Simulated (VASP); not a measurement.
# EuO (Fm-3m) in VASP: notebook, part 2 of 2

VASP 6.6.1. Earlier steps stand in the parts before.

## (3) Single point, PBE, collinear spin, ferromagnetic start (15.55 Å³/atom)

This run uses another cell than the first one, of 15.55 Å³/atom.

INCAR reads:

```
PREC = Accurate ; ENCUT = 600
EDIFF = 1E-6 ; ISMEAR = 0
SIGMA = 0.05 ; LREAL = False
LASPH = True ; NELM = 200
ALGO = Normal ; ISIF = 2
LWAVE = False ; LCHARG = False
ISPIN = 2 ; MAGMOM = 7.22 0
LORBIT = 11 ; LMAXMIX = 6
GGA = PE ; NBANDS = 22
GGA_COMPAT = False
```

KPOINTS reads:

```
Automatic mesh
0
Gamma
  12 12 12
```

POSCAR reads:

```
EuO
1.0
    0.0000000000      2.4960984177      2.4960984177
    2.4960984177      0.0000000000      2.4960984177
    2.4960984177      2.4960984177      0.0000000000
Eu O
1 1
Direct
    0.0000000000      0.0000000000      0.0000000000
    0.5000000000      0.5000000000      0.5000000000
```

Potentials or basis: VASP PAW PBE potentials, release 64 (Eu, O).

The run is started by

```bash
cat potpaw_PBE.64/Eu/POTCAR potpaw_PBE.64/O/POTCAR > POTCAR
mpirun -np 1 vasp_std > vasp.out
```

OUTCAR:

```text
PREC = Accurate
   ENCUT = 600
   EDIFF = 1E-6
   ISMEAR = 0
   LREAL = False
   LASPH = True
   NELM = 200
   ISIF = 2
   ISPIN = 2
   LORBIT = 11
   GGA = PE

 ion  position               nearest neighbor table
   1  0.000  0.000  0.000-   2 2.50   2 2.50   2 2.50   2 2.50   2 2.50   2 2.50
   2  0.500  0.500  0.500-   1 2.50   1 2.50   1 2.50   1 2.50   1 2.50   1 2.50

  LATTYP: Found a face centered cubic cell.
 ALAT       =     4.9921968354

  Lattice vectors:

 A1 = (   0.0000000000,   2.4960984177,   2.4960984177)
 A2 = (   2.4960984177,   0.0000000000,   2.4960984177)
 A3 = (   2.4960984177,   2.4960984177,   0.0000000000)

Analysis of symmetry for initial positions (statically):
=====================================================================
 Subroutine PRICEL returns:
 Original cell was already a primitive cell.

 Routine SETGRP: Setting up the symmetry group for a
 face centered cubic supercell.

[... 799 lines left out ...]
      5     -12.2164      1.00000
      6       1.2587      1.00000
[... 589 lines left out ...]
     21      15.8999      0.00000
     22      17.2454      0.00000

 [... further k-points ...]

------------------------ aborting loop because EDIFF is reached ----------------------------------------

  FORCE on cell =-STRESS in cart. coord.  units (eV):
  Direction    XX          YY          ZZ          XY          YZ          ZX
  --------------------------------------------------------------------------------------
  -------------------------------------------------------------------------------------
  Total        0.7857021      0.7857021      0.7857021      0.0000000      0.0000000      0.0000000
  in kB       40.4718815     40.4718815     40.4718815      0.0000000      0.0000000      0.0000000
  external PRESSURE =      40.4718815 kB  Pullay stress =       0.0000000 kB

 VOLUME and BASIS-vectors are now :
 -----------------------------------------------------------------------------
  energy-cutoff  :      600.00
  volume of cell :       31.10
      direct lattice vectors                 reciprocal lattice vectors
     0.000000000  2.496098418  2.496098418    -0.200312614  0.200312614  0.200312614
     2.496098418  0.000000000  2.496098418     0.200312614 -0.200312614  0.200312614
     2.496098418  2.496098418  0.000000000     0.200312614  0.200312614 -0.200312614

 POSITION                                       TOTAL-FORCE (eV/Angst)
 -----------------------------------------------------------------------------------
      0.00000      0.00000      0.00000        -0.000000      0.000000      0.000000
      2.49610      2.49610      2.49610         0.000000     -0.000000     -0.000000
 -----------------------------------------------------------------------------------
    total drift:                                0.000000      0.000000      0.000000

  FREE ENERGIE OF THE ION-ELECTRON SYSTEM (eV)
  ---------------------------------------------------
  free  energy   TOTEN  =       -22.0259047992 eV

  energy  without entropy=      -22.0237899637  energy(sigma->0) =      -22.02484738

 total charge

# of ion       s       p       d       f       tot
--------------------------------------------------
    1        2.035   5.773   0.464   6.584  14.855
    2        1.554   3.427   0.000   0.000   4.980
--------------------------------------------------
tot          3.588   9.199   0.464   6.584  19.835

 magnetization (x)

# of ion       s       p       d       f       tot
--------------------------------------------------
    1       -0.012  -0.103   0.153   6.518   6.556
    2       -0.005  -0.092   0.000   0.000  -0.097
--------------------------------------------------
tot         -0.017  -0.195   0.153   6.518   6.459
```

stdout:

```text
POSCAR found type information on POSCAR EuO
 POSCAR found :  2 types and       2 ions
 scaLAPACK will be used
 LDA part: xc-table for (Slater+PW92), standard interpolation
 POSCAR, INCAR and KPOINTS ok, starting setup
 FFT: planning ... GRIDC
 FFT: planning ... GRID_SOFT
 FFT: planning ... GRID
 WAVECAR not read
 entering main loop
```

Run time: 2 min. Hardware: 1 thread of Oxide Virtual Turin-like, shared host; peak memory 0.22 GiB.

Results:

| Item | Value |
| --- | --- |
| Free energy | -22.0259 eV |
| Pressure | 4.0 GPa |
| Net moment | 6.92 μB per cell |
| Site moments | Eu +6.56; O -0.10 μB |
| Valence electrons inside the program's atomic spheres | Eu 14.86; O 4.98 |

Caveat: the cell stands under pressure; a cell with one magnetic atom can't hold antiferromagnetic order, which such compounds often take; semilocal functionals describe open f shells poorly, which spoils levels, moments and volumes. The state reached can hang on the start; a lower one may exist.
